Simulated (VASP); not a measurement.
# AlP (v.bA) (F-43m) in VASP: single point with PBE

Aim: the single point of AlP (v.bA) with PBE.

Everything below comes from runs of VASP 6.6.1. Logs are shortened: lines on timing, memory, paths and dates and some standing lists are left out, and cuts for length are marked.

**1. The cell of the first run**

It takes space group F-43m (No. 216, cubic). The conventional cell has a = 5.507 Å, b = 5.507 Å, c = 5.507 Å, α = 90.00°, β = 90.00°, γ = 90.00°. Within 3.1 Å of Al (site symmetry -43m) lie 4 P at 2.38 Å. Within 3.1 Å of P (site symmetry -43m) lie 4 Al at 2.38 Å.

**2. Single point, PBE**

Input file INCAR:

```
SYSTEM = AlP
  PREC = Accurate
  ENCUT = 500
  EDIFF = 1E-6
  ISMEAR = 0
  SIGMA = 0.02
  LREAL = .False.
  LASPH = .True.
  NELM = 120
  ALGO = Normal
  ISIF = 2
  LWAVE = .False.
  LCHARG = .False.
  GGA = PE
  NBANDS = 11
  GGA_COMPAT = .False.
```

Input file KPOINTS:

```
regular mesh
0
Gamma
  8 8 8
  0 0 0
```

Input file POSCAR:

```
AlP
1.0
    0.0000000000      2.7534771643      2.7534771643
    2.7534771643      0.0000000000      2.7534771643
    2.7534771643      2.7534771643      0.0000000000
Al P
1 1
Direct
    0.0000000000      0.0000000000      0.0000000000
    0.2500000000      0.2500000000      0.2500000000
```

Potentials or basis: VASP PAW PBE potentials, release 64 (Al, P).

The run is started by

```console
cat potpaw_PBE.64/Al/POTCAR potpaw_PBE.64/P/POTCAR > POTCAR
mpirun -np 1 vasp_std > vasp.out
```

OUTCAR:

```text
SYSTEM = AlP
   PREC = Accurate
   ENCUT = 500
   EDIFF = 1E-6
   ISMEAR = 0
   LREAL = .False.
   LASPH = .True.
   NELM = 120
   ISIF = 2
   GGA = PE

 ion  position               nearest neighbor table
   1  0.000  0.000  0.000-   2 2.38   2 2.38   2 2.38   2 2.38
   2  0.250  0.250  0.250-   1 2.38   1 2.38   1 2.38   1 2.38

  LATTYP: Found a face centered cubic cell.
 ALAT       =     5.5069543286

  Lattice vectors:

 A1 = (   0.0000000000,   2.7534771643,   2.7534771643)
 A2 = (   2.7534771643,   0.0000000000,   2.7534771643)
 A3 = (   2.7534771643,   2.7534771643,   0.0000000000)

Analysis of symmetry for initial positions (statically):
=====================================================================
 Subroutine PRICEL returns:
 Original cell was already a primitive cell.

 Routine SETGRP: Setting up the symmetry group for a
 face centered cubic supercell.

 Subroutine GETGRP returns: Found 24 space group operations
 (whereof 24 operations were pure point group operations)
 out of a pool of 48 trial point group operations.

The static configuration has the point symmetry T_d .

Analysis of symmetry for dynamics (positions and initial velocities):
=====================================================================
 Subroutine PRICEL returns:
 Original cell was already a primitive cell.

 Routine SETGRP: Setting up the symmetry group for a
 face centered cubic supercell.

 Subroutine GETGRP returns: Found 24 space group operations
 (whereof 24 operations were pure point group operations)
 out of a pool of 48 trial point group operations.

The dynamic configuration has the point symmetry T_d .

 Subroutine INISYM returns: Found 24 space group operations
 (whereof 24 operations are pure point group operations),
 and found     1 'primitive' translations

----------------------------------------------------------------------------------------

                                     Primitive cell

  volume of cell :      41.7517

  direct lattice vectors                    reciprocal lattice vectors
     0.000000000  2.753477164  2.753477164    -0.181588577  0.181588577  0.181588577
     2.753477164  0.000000000  2.753477164     0.181588577 -0.181588577  0.181588577
     2.753477164  2.753477164  0.000000000     0.181588577  0.181588577 -0.181588577

  length of vectors
     3.894004749  3.894004749  3.894004749     0.314520641  0.314520641  0.314520641

  position of ions in fractional coordinates (direct lattice)
     0.000000000  0.000000000  0.000000000
     0.250000000  0.250000000  0.250000000

  ion indices of the primitive-cell ions
[... 79 lines left out ...]
   IBRION =     -1    ionic relax: 0-MD 1-quasi-New 2-CG
   NFREE  =      0    steps in history (QN), initial steepest desc. (CG)
   ISIF   =      2    stress and relaxation
   ISYM   =      2    0-nonsym 1-usesym 2-fastsym
   POTIM  = 0.5000    time-step for ionic-motion
   TEBEG  =    0.0;   TEEND  =   0.0 temperature during run
   PSTRESS=    0.0 pullay stress
   NELECT =       8.0000    total number of electrons
   NUPDOWN=      -1.0000    fix difference up-down
   EMIN   =  10.00;   EMAX   =-10.00  energy-range for DOS
   EFERMI =   0.00;   METHOD = LEGACY
   ISMEAR =     0;   SIGMA  =   0.02  broadening in eV -4-tet -1-fermi 0-gaus
   EFERMI_NEDOS =   21; number of points for ismear=-14 and -15
   IALGO  =     38    algorithm
   IMIX   =      4    mixing-type and parameters
     AMIX     =   0.40;   BMIX     =  1.00
     AMIX_MAG =   1.60;   BMIX_MAG =  1.00
  volume/ion in A,a.u.               =      20.88       140.88
  Fermi-wavevector in a.u.,A,eV,Ry     =   0.943800  1.783524 12.119507  0.890759
  Thomas-Fermi vector in A             =   2.071543
   LORBIT       =      0    0 simple, 1 ext, 2 COOP (PROOUT), +10 PAW based schemes
   GGA     = PE    functional components
   LHFCALC =     F    Hartree Fock is set to
   AEXX    =    0.0000 exact exchange contribution
   IVDW    =     0    specifies the selected vdW correction
   LEPSILON=     F    determine dielectric tensor
   LRPA    =     F    only Hartree local field effects (RPA)
 non-spin polarized calculation
 Gauss-broadening in eV      SIGMA  =   0.02
  energy-cutoff  :      500.00
  volume of cell :       41.75
 maximum number of plane-waves:      1068
   NGX = 15   NGY = 15   NGZ = 15

 number of electron       8.0000001 magnetization

 Free energy of the ion-electron system (eV)
  ---------------------------------------------------
  ext. energy  EPLUGINS =         0.00000000
  ---------------------------------------------------
  free energy    TOTEN  =       -10.37677331 eV

  energy without entropy =      -10.37677331  energy(sigma->0) =      -10.37677331

 E-fermi :   4.4642     XC(G=0):  -9.1094

 val. band max:        4.3478848171   @ k =   0.0000   0.0000   0.0000
 cond. band min:       5.9770887556   @ k =   0.5000   0.5000   0.0000
 fundamental gap:      1.6292039385
 Fermi energy:         4.4642092014

 k-point     1 :       0.0000    0.0000    0.0000
  band No.  band energies     occupation
      1      -7.0120      2.00000
      2       4.3479      2.00000
      3       4.3479      2.00000
      4       4.3479      2.00000
      5       7.4348      0.00000
      6       8.8733      0.00000
      7       8.8733      0.00000
      8       8.8733      0.00000
      9      13.1532      0.00000
     10      13.1532      0.00000
     11      14.4610      0.00000
[... 309 lines left out ...]
 k-point    24 :      -0.3750    0.2500    0.1250
  band No.  band energies     occupation
      1      -5.0943      2.00000
      2      -0.7264      2.00000
      3       1.8126      2.00000
      4       2.9045      2.00000
      5       8.2673      0.00000
      6       8.8449      0.00000
      7      11.1539      0.00000
      8      11.9689      0.00000
      9      13.2326      0.00000
     10      15.7035      0.00000
     11      16.9096      0.00000

 [... further k-points ...]
[... 5 lines left out ...]
  --------------------------------------------------------------------------------------
  -------------------------------------------------------------------------------------
  Total       -0.0143190     -0.0143190     -0.0143190      0.0000000      0.0000000      0.0000000
  in kB       -0.5494774     -0.5494774     -0.5494774      0.0000000      0.0000000      0.0000000
  external PRESSURE =      -0.5494774 kB  Pullay stress =       0.0000000 kB

 VOLUME and BASIS-vectors are now :
 -----------------------------------------------------------------------------
  energy-cutoff  :      500.00
  volume of cell :       41.75
      direct lattice vectors                 reciprocal lattice vectors
     0.000000000  2.753477164  2.753477164    -0.181588577  0.181588577  0.181588577
     2.753477164  0.000000000  2.753477164     0.181588577 -0.181588577  0.181588577
     2.753477164  2.753477164  0.000000000     0.181588577  0.181588577 -0.181588577

 POSITION                                       TOTAL-FORCE (eV/Angst)
 -----------------------------------------------------------------------------------
      0.00000      0.00000      0.00000         0.000000      0.000000      0.000000
      1.37674      1.37674      1.37674        -0.000000     -0.000000     -0.000000
 -----------------------------------------------------------------------------------
    total drift:                               -0.000000     -0.000000     -0.000000

  FREE ENERGIE OF THE ION-ELECTRON SYSTEM (eV)
  ---------------------------------------------------
  free  energy   TOTEN  =       -10.3767733077 eV

  energy  without entropy=      -10.3767733077  energy(sigma->0) =      -10.37677331
```

stdout:

```text
POSCAR found type information on POSCAR AlP
 POSCAR found :  2 types and       2 ions
 scaLAPACK will be used
 LDA part: xc-table for (Slater+PW92), standard interpolation
 POSCAR, INCAR and KPOINTS ok, starting setup
 FFT: planning ... GRIDC
 FFT: planning ... GRID_SOFT
 FFT: planning ... GRID
 WAVECAR not read
 entering main loop
```

It took 8.9 s on 1 thread of Intel Xeon Platinum 8259CL at 2.50GHz (Skylake/Cascade Lake), shared host; peak memory 0.15 GiB.

What came out:

- Free energy: -10.3768 eV
- Pressure: -0.1 GPa
- Band gap on the k mesh: 1.63 eV, indirect (least direct gap 3.09 eV)

A k mesh can miss the band edges. As with any semilocal functional, this PBE gap is likely too small.
